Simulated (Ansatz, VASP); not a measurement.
## One calculation of Ti, two programs

POSCAR

```
Ti
1.0
    2.9358559451      0.0000000000      0.0000000000
   -1.4679279726      2.5425258303      0.0000000000
    0.0000000000      0.0000000000      4.6416239676
Ti
2
Direct
    0.3333333333      0.6666666667      0.2500000000
    0.6666666667      0.3333333333      0.7500000000
```

The input INCAR.step1:

```
ALGO     = Normal         # electronic algorithm
EDIFF    = 1E-4           # SCF threshold, eV
ENCUT    = 520            # plane-wave cutoff, eV
GGA      = PE             # functional
ISMEAR   = -1             # smearing method
LASPH    = T              # aspherical terms in the spheres
LCHARG   = F              # write CHGCAR
LREAL    = F              # projectors in reciprocal space
LWAVE    = T              # write WAVECAR
NBANDS   = 19             # bands
NELM     = 80             # most SCF steps
PREC     = Accurate       # precision mode
SIGMA    = 0.01           # smearing width, eV
```

File INCAR.step2:

```
ALGO     = Normal         # electronic algorithm
EDIFF    = 1E-6           # SCF threshold, eV
ENCUT    = 520            # plane-wave cutoff, eV
ISIF     = 2              # what is computed and relaxed
ISMEAR   = -1             # smearing method
ISTART   = 1            
LASPH    = T              # aspherical terms in the spheres
LCHARG   = F              # write CHGCAR
LMIXTAU  = T            
LREAL    = F              # projectors in reciprocal space
LWAVE    = F              # write WAVECAR
METAGGA  = R2SCAN         # meta-GGA
NBANDS   = 19             # bands
NELM     = 80             # most SCF steps
PREC     = Accurate       # precision mode
SIGMA    = 0.01           # smearing width, eV
```

KPOINTS

```
k-points
0
Gamma
  12 12 7
```

Input for Ansatz:

```yaml
crystal:
  lattice:
    - [2.9358559451, 0.0, 0.0]
    - [-1.4679279726, 2.5425258303, 0.0]
    - [0.0, 0.0, 4.6416239676]
  atoms:
    - { symbol: Ti, position: [0.3333333333, 0.6666666667, 0.25] }
    - { symbol: Ti, position: [0.6666666667, 0.3333333333, 0.75] }
hamiltonian:
  xc: r2scan
  pseudopotentials:
    kind: paw
    azcp:
      Ti: "pseudopotentials/Ti.paw.azcp"
basis:
  ecutwfc: 500
  fft_grid_basis: typed
kpoints:
  mp_grid: { grid: [12, 12, 7], shift: [0, 0, 0] }
magnetization:
  spin_polarized: false
scf:
  occupations: { method: fermi_dirac, width: 0.01 }
  lower_state_search: "off"
output:
  stress: true
```

Alike in both runs: task single point; functional r2SCAN; k mesh 12 × 12 × 7; occupations fermi-dirac, width 0.01 eV; no spin polarisation.

|  | VASP | Ansatz |
| --- | --- | --- |
| version | VASP 6.6.1 | Ansatz 0.2.0 |
| potentials or method | VASP PAW PBE potentials, release 64 (Ti_sv), cutoff 520 eV | plane waves (500 eV) with PAW, scalar-relativistic |
| valence electrons in the cell | 24 | 24 |

VASP gave:

| Quantity | Value |
| --- | --- |
| pressure (GPa) | 0.2 |
| traceless stress, the component that is largest in VASP (GPa) | -0.10 |

Estimate Ansatz's values.

pressure (GPa): -0.1; traceless stress, the component that is largest in VASP (GPa): -0.13.

VASP's potentials were made for PBE, not for r2SCAN.
